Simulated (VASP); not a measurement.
**Sc3AlP: single point with PBE**

Sc3AlP:

```
CELL_PARAMETERS angstrom
4.85914 0.00000 0.00000
0.00000 4.85914 0.00000
0.00000 0.00000 4.85914
ATOMIC_POSITIONS crystal
Sc 0.50000 0.00000 0.00000
Sc 0.00000 0.50000 0.00000
Sc 0.00000 0.00000 0.50000
Al 0.50000 0.50000 0.50000
P 0.00000 0.00000 0.00000
```

- Program: VASP 6.6.1
- Task: single point
- Functional: PBE
- Potentials or basis: VASP PAW PBE potentials, release 64 (Sc_sv, Al, P)
- Cutoff: 520 eV
- k mesh: 8 × 8 × 8
- Occupations: gaussian, width 0.1 eV
- Spin: no spin polarisation

```yaml
Pressure: 0.1 GPa
```

Levels at points of the mesh, in eV from the Fermi level:
```
           k point  band 18  band 19  band 20  band 21  band 22  band 23
(0.00, 0.00, 0.00)    -0.64    -0.64    -0.64    -0.44    -0.44     1.70
(0.50, 0.00, 0.00)    -2.36    -0.72    -0.72    -0.36     0.50     1.37
(0.50, 0.50, 0.00)    -1.25    -1.25    -0.42     0.41     0.41     1.21
(0.50, 0.50, 0.50)    -1.10    -1.10    -1.10     0.83     0.83     0.83
```

Wall time 57 s on 1 thread of Intel(R) Xeon(R) Platinum 8488C (Sapphire Rapids), with other jobs on the host, peak memory 0.26 GiB.
